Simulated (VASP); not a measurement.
A run of VASP 6.6.1:

The input INCAR:

```
SYSTEM = As
PREC = Accurate ; ENCUT = 520
EDIFF = 1E-6 ; ISMEAR = -1
SIGMA = 0.05 ; LREAL = .False.
LASPH = .True. ; NELM = 80
ALGO = Normal ; ISIF = 2
LWAVE = .False. ; LCHARG = .False.
GGA = PS ; NBANDS = 12
```

KPOINTS

```
Automatic mesh
0
Gamma
  10 10 10
  0 0 0
```

The input POSCAR:

```
As
1.0
    1.8807968987      1.0858785957      3.5140619945
   -1.8807968987      1.0858785957      3.5140619945
    0.0000000000     -2.1717571915      3.5140619945
As
2
Direct
    0.6753600000      0.8553600000      0.8553600000
    0.3246400000      0.1446400000      0.1446400000
```

Potentials or basis: VASP PAW PBE potentials, release 64 (As).

Command:

```sh
$ cat potpaw_PBE.64/As/POTCAR > POTCAR
$ mpirun -np 1 vasp_std > vasp.out
```

Hardware: 1 thread of AMD EPYC 9R45 96-Core Processor (Zen 5), on a shared host.

Problem. How long does it take, and how much memory?

Solution. Wall time 69 s on 1 thread of AMD EPYC 9R45 96-Core Processor (Zen 5), on a shared host, peak memory 0.23 GiB. Counts: scf iterations 13, k points 282.
